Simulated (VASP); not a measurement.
Crystal: BN.

```
CELL_PARAMETERS angstrom
2.48834 0.00000 0.00000
-1.24417 2.15497 0.00000
0.00000 0.00000 6.49548
ATOMIC_POSITIONS crystal
B 0.33359 0.66641 0.25000
B 0.66641 0.33359 0.75000
N 0.33422 0.66578 0.75000
N 0.66578 0.33422 0.25000
```

Base run:

| Quantity | Value |
| --- | --- |
| Program | VASP 6.6.1 |
| Functional | PBE |
| Potentials or basis | VASP PAW PBE potentials, release 64 (B, N) |
| Cutoff | 700 eV |
| k mesh | 3 × 3 × 1, shifted |
| Occupations | gaussian, width 0.01 eV |
| Spin | no spin polarisation |

Its results: band gap on the k mesh 4.80 eV; pressure 8.6 GPa.

Task: The run is repeated on the same cell with these changes: functional from PBE to r2SCAN; cutoff from 700 eV to 770 eV; occupations from gaussian, width 0.01 eV to fermi-dirac, width 0.01 eV. What comes out?

Result: Band gap on the k mesh 5.45 eV; pressure 5.2 GPa.

Caveats: a shifted mesh leaves out Γ, where band edges can lie; the stress differs along the axes, from 4 to 11 GPa (at least some runs); this functional lacks dispersion, which binds layers or chains, so the pressure and a relaxed spacing across them are unreliable (at least some runs); the stress differs along the axes, from 2 to 7 GPa (at least some runs); the PAW data sets were made with another functional, which shifts forces and pressure a little (at least some runs).

A k mesh can miss the band edges.
